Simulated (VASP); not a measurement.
# TiB (F-43m) in VASP: further runs

TiB is run at these levels: LDA; tasks: vibrations by perturbation theory.

Everything below comes from runs of VASP 6.6.1. Logs are shortened: lines on timing, memory, paths and dates and some standing lists are left out, and cuts for length are marked.

## Step 1: The cell of the first run

It takes space group F-43m (No. 216, cubic). Conventional cell: a = 4.831 Å, b = 4.831 Å, c = 4.831 Å, α = 90.00°, β = 90.00°, γ = 90.00°. Ti (site symmetry -43m) has 4 B at 2.09 Å within 2.8 Å. B (site symmetry -43m) has 4 Ti at 2.09 Å within 2.8 Å.

## Step 2: Vibrations by perturbation theory, LDA (phonons at volume x 0.98)

INCAR

```
SYSTEM = TiB
PREC = Accurate ; ENCUT = 520
EDIFF = 1E-8 ; ISMEAR = -1
SIGMA = 0.15 ; LREAL = .False.
LASPH = .True. ; NELM = 80
ALGO = Normal ; ISIF = 2
LWAVE = .False. ; LCHARG = .False.
IBRION = 8 ; NSW = 1
```

KPOINTS

```
Automatic mesh
0
Gamma
  16 16 16
  0 0 0
```

POSCAR

```
TiB
1.0
    0.0000000000      2.4155709279      2.4155709279
    2.4155709279      0.0000000000      2.4155709279
    2.4155709279      2.4155709279      0.0000000000
Ti B
1 1
Direct
    0.7500000000      0.7500000000      0.7500000000
    0.0000000000      0.0000000000      0.0000000000
```

Potentials or basis: VASP PAW LDA potentials, release 64 (Ti_sv, B).

The run is started by

```sh
$ cat potpaw_LDA.64/Ti_sv/POTCAR potpaw_LDA.64/B/POTCAR > POTCAR
$ mpirun -np 1 vasp_std > vasp.out
```

OUTCAR:

```text
SYSTEM = TiB
   PREC = Accurate
   ENCUT = 520
   EDIFF = 1E-8
   ISMEAR = -1
   LREAL = .False.
   LASPH = .True.
   NELM = 80
   ISIF = 2
   IBRION = 8
   NSW = 1

 ion  position               nearest neighbor table
   1  0.750  0.750  0.750-   2 2.09   2 2.09   2 2.09   2 2.09
   2  0.000  0.000  0.000-   1 2.09   1 2.09   1 2.09   1 2.09

  LATTYP: Found a face centered cubic cell.
 ALAT       =     4.8311418558

  Lattice vectors:

 A1 = (   0.0000000000,   2.4155709279,   2.4155709279)
 A2 = (   2.4155709279,   0.0000000000,   2.4155709279)
 A3 = (   2.4155709279,   2.4155709279,   0.0000000000)

Analysis of symmetry for initial positions (statically):
=====================================================================
 Subroutine PRICEL returns:
 Original cell was already a primitive cell.

 Routine SETGRP: Setting up the symmetry group for a
 face centered cubic supercell.

 Subroutine GETGRP returns: Found 24 space group operations
 (whereof 24 operations were pure point group operations)
 out of a pool of 48 trial point group operations.

The static configuration has the point symmetry T_d .

Analysis of symmetry for dynamics (positions and initial velocities):
=====================================================================
 Subroutine PRICEL returns:
 Original cell was already a primitive cell.

 Routine SETGRP: Setting up the symmetry group for a
 face centered cubic supercell.

 Subroutine GETGRP returns: Found 24 space group operations
 (whereof 24 operations were pure point group operations)
 out of a pool of 48 trial point group operations.

The dynamic configuration has the point symmetry T_d .

 Subroutine INISYM returns: Found 24 space group operations
 (whereof 24 operations are pure point group operations),
 and found     1 'primitive' translations

----------------------------------------------------------------------------------------
[... 496 lines left out ...]
  external PRESSURE =      25.4436707 kB  Pullay stress =       0.0000000 kB

 VOLUME and BASIS-vectors are now :
 -----------------------------------------------------------------------------
  energy-cutoff  :      520.00
  volume of cell :       28.19
      direct lattice vectors                 reciprocal lattice vectors
     0.000000000  2.415570928  2.415570928    -0.206990403  0.206990403  0.206990403
     2.415570928  0.000000000  2.415570928     0.206990403 -0.206990403  0.206990403
     2.415570928  2.415570928  0.000000000     0.206990403  0.206990403 -0.206990403

 POSITION                                       TOTAL-FORCE (eV/Angst)
 -----------------------------------------------------------------------------------
      3.62336      3.62336      3.62336        -0.000000      0.000000     -0.000000
      0.00000      0.00000      0.00000         0.000000     -0.000000      0.000000
 -----------------------------------------------------------------------------------
    total drift:                                0.000001      0.000001      0.000001

  FREE ENERGIE OF THE ION-ELECTRON SYSTEM (eV)
  ---------------------------------------------------
  free  energy   TOTEN  =       -14.4878212660 eV

  energy  without entropy=      -14.3657996764  energy(sigma->0) =      -14.42681047

[... ionic steps 2 to 3 ...]

--------------------------------------- Ionic step        4  -------------------------------------------

------------------------ aborting loop because EDIFF is reached ----------------------------------------

[... ionic steps 5 to 6 ...]

--------------------------------------- Ionic step        7  -------------------------------------------

 Free energy of the ion-electron system (eV)
  ---------------------------------------------------
  ---------------------------------------------------
  free energy    TOTEN  =        -0.04258438 eV

  energy without entropy =       -0.04258438

------------------------ aborting loop because EDIFF is reached ----------------------------------------

 INTERNAL STRAIN TENSOR  FOR ION    2  DIRECTION 1   (eV/Angst):
 -----------------------------------------------------------------------------
    -0.00308 -0.00000  0.00000
     0.00000  0.00013-12.33241
     0.00000-12.33241  0.00013

 INTERNAL STRAIN TENSOR FOR ION    2 for displacements in x,y,z  (eV/Angst):
          X           Y           Z          XY          YZ          ZX
  --------------------------------------------------------------------------------
  x     0.00000     0.00000     0.00000     0.00000   -12.33241    -0.00000
  y    -0.00000     0.00000    -0.00000     0.00000     0.00000   -12.33241
  z     0.00000     0.00000     0.00000   -12.33241    -0.00000     0.00000

 SECOND DERIVATIVES (NOT SYMMETRIZED)
 ------------------------------------
               1X          1Y          1Z          2X          2Y          2Z
  1X   -10.231538    0.000000    0.000000   10.231538    0.000000    0.000000
  1Y     0.000000  -10.231538    0.000000    0.000000   10.231538    0.000000
  1Z     0.000000    0.000000  -10.231538    0.000000    0.000000   10.231538
  2X    10.246369    0.000000    0.000000  -10.246369    0.000000    0.000000
  2Y     0.000000   10.246369    0.000000    0.000000  -10.246369    0.000000
  2Z     0.000000    0.000000   10.246369    0.000000    0.000000  -10.246369

 Eigenvectors and eigenvalues of the dynamical matrix
 ----------------------------------------------------

   1 f  =   16.848203 THz   105.860382 2PiTHz  561.995559 cm-1    69.678538 meV
             X         Y         Z           dx          dy          dz
      3.623356  3.623356  3.623356    -0.000852    0.402545    0.148126
      0.000000  0.000000  0.000000     0.001794   -0.847760   -0.311953
[... 21 lines left out ...]
   6 f/i=    0.004728 THz     0.029706 2PiTHz    0.157706 cm-1     0.019553 meV
             X         Y         Z           dx          dy          dz
      3.623356  3.623356  3.623356    -0.240460    0.675096    0.549946
      0.000000  0.000000  0.000000    -0.114178    0.320558    0.261133

--------------------------------------------------------------------------------------------------------

 ELASTIC MODULI CONTR FROM IONIC RELAXATION (kBar)
 Direction    XX          YY          ZZ          XY          YZ          ZX
 --------------------------------------------------------------------------------
 XX          -0.0000     -0.0000     -0.0000      0.0000      0.0000     -0.0000
 YY          -0.0000     -0.0000     -0.0000      0.0000      0.0000      0.0000
 ZZ          -0.0000     -0.0000     -0.0000     -0.0000      0.0000     -0.0000
 XY           0.0000      0.0000     -0.0000   -878.1921     -0.0000     -0.0000
 YZ           0.0000      0.0000      0.0000     -0.0000   -878.1921     -0.0000
 ZX          -0.0000      0.0000     -0.0000     -0.0000     -0.0000   -878.1921
 --------------------------------------------------------------------------------
```

It took 10 min on 1 thread of AMD EPYC 9R45 (Zen 5), shared host; peak memory 0.5 GiB.

Results:

| Quantity | Value |
| --- | --- |
| Highest phonon frequency at Γ, LO-TO splitting left out | 562 cm⁻¹ |

Phonon frequencies in cm⁻¹ (negative: imaginary):
```tsv
q point	frequencies
(0.000, 0.000, 0.000)	0 0 0 562 562 562
```

Caveat: the cell differs from its parent crystal (phonons at volume x 0.98); the cell wasn't relaxed at this level first, which shifts response properties.

## Step 3: Vibrations by perturbation theory, LDA (phonons at volume x 1.02)

INCAR

```
  PREC = Accurate
  ENCUT = 520
  EDIFF = 1E-8
  ISMEAR = -1
  SIGMA = 0.15
  LREAL = F
  LASPH = T
  NELM = 80
  ALGO = Normal
  ISIF = 2
  LWAVE = F
  LCHARG = F
  GGA = CA
  IBRION = 8
  NSW = 1
```

KPOINTS

```
regular mesh
0
Gamma
  16 16 16
```

POSCAR

```
TiB
1.0
    0.0000000000      2.4479985682      2.4479985682
    2.4479985682      0.0000000000      2.4479985682
    2.4479985682      2.4479985682      0.0000000000
Ti B
1 1
Direct
    0.7500000000      0.7500000000      0.7500000000
    0.0000000000      0.0000000000      0.0000000000
```

Potentials or basis: VASP PAW LDA potentials, release 64 (Ti_sv, B).

The run is started by

```sh
$ cat potpaw_LDA.64/Ti_sv/POTCAR potpaw_LDA.64/B/POTCAR > POTCAR
$ mpirun -np 1 vasp_std > vasp.out
```

OUTCAR:

```text
PREC = Accurate
   ENCUT = 520
   EDIFF = 1E-8
   ISMEAR = -1
   LREAL = F
   LASPH = T
   NELM = 80
   ISIF = 2
   GGA = CA
   IBRION = 8
   NSW = 1

 ion  position               nearest neighbor table
   1  0.750  0.750  0.750-   2 2.12   2 2.12   2 2.12   2 2.12
   2  0.000  0.000  0.000-   1 2.12   1 2.12   1 2.12   1 2.12

  LATTYP: Found a face centered cubic cell.
 ALAT       =     4.8959971364

  Lattice vectors:

 A1 = (   0.0000000000,   2.4479985682,   2.4479985682)
 A2 = (   2.4479985682,   0.0000000000,   2.4479985682)
 A3 = (   2.4479985682,   2.4479985682,   0.0000000000)

Analysis of symmetry for initial positions (statically):
=====================================================================
 Subroutine PRICEL returns:
 Original cell was already a primitive cell.

 Routine SETGRP: Setting up the symmetry group for a
 face centered cubic supercell.
[... 564 lines left out ...]

 INTERNAL STRAIN TENSOR  FOR ION    2  DIRECTION 1   (eV/Angst):
 -----------------------------------------------------------------------------
    -0.00353 -0.00000  0.00000
    -0.00000  0.00035-10.94166
     0.00000-10.94166  0.00035

 INTERNAL STRAIN TENSOR FOR ION    2 for displacements in x,y,z  (eV/Angst):
          X           Y           Z          XY          YZ          ZX
  --------------------------------------------------------------------------------
  x     0.00000     0.00000     0.00000    -0.00000   -10.94166     0.00000
  y    -0.00000     0.00000    -0.00000     0.00000    -0.00000   -10.94166
  z     0.00000     0.00000     0.00000   -10.94166     0.00000    -0.00000

 SECOND DERIVATIVES (NOT SYMMETRIZED)
 ------------------------------------
               1X          1Y          1Z          2X          2Y          2Z
  1X    -9.307622    0.000000    0.000000    9.307622    0.000000    0.000000
  1Y     0.000000   -9.307622    0.000000    0.000000    9.307622    0.000000
  1Z     0.000000    0.000000   -9.307622    0.000000    0.000000    9.307622
  2X     9.315859    0.000000    0.000000   -9.315859    0.000000    0.000000
  2Y     0.000000    9.315859    0.000000    0.000000   -9.315859    0.000000
  2Z     0.000000    0.000000    9.315859    0.000000    0.000000   -9.315859

 Eigenvectors and eigenvalues of the dynamical matrix
 ----------------------------------------------------

   1 f  =   16.065808 THz   100.944448 2PiTHz  535.897668 cm-1    66.442813 meV
             X         Y         Z           dx          dy          dz
      3.671998  3.671998  3.671998     0.000000   -0.300284   -0.306429
      0.000000  0.000000  0.000000    -0.000000    0.632220    0.645158
[... 21 lines left out ...]
   6 f/i=    0.002754 THz     0.017302 2PiTHz    0.091854 cm-1     0.011388 meV
             X         Y         Z           dx          dy          dz
      3.671998  3.671998  3.671998    -0.210765   -0.863844    0.159007
      0.000000  0.000000  0.000000    -0.100106   -0.410298    0.075523

--------------------------------------------------------------------------------------------------------

 ELASTIC MODULI CONTR FROM IONIC RELAXATION (kBar)
 Direction    XX          YY          ZZ          XY          YZ          ZX
 --------------------------------------------------------------------------------
 XX          -0.0000     -0.0000     -0.0000      0.0000     -0.0000      0.0000
 YY          -0.0000     -0.0000     -0.0000      0.0000      0.0000     -0.0000
 ZZ          -0.0000     -0.0000     -0.0000     -0.0000      0.0000      0.0000
 XY           0.0000      0.0000     -0.0000   -734.4753      0.0000      0.0000
 YZ          -0.0000      0.0000      0.0000      0.0000   -734.4753      0.0000
 ZX           0.0000     -0.0000      0.0000      0.0000      0.0000   -734.4753
 --------------------------------------------------------------------------------
```

Wall time 11 min (1 thread of AMD EPYC 9R45 (Zen 5), shared host); peak memory 0.51 GiB.

Results:

```yaml
Highest_phonon_frequency_at_Γ_LO-TO_splitting_left_out: 536 cm⁻¹
```

Phonon frequencies in cm⁻¹ (negative: imaginary):
```tsv
q point	frequencies
(0.000, 0.000, 0.000)	0 0 0 536 536 536
```

Caveat: the cell differs from its parent crystal (phonons at volume x 1.02); the cell wasn't relaxed at this level first, which shifts response properties.
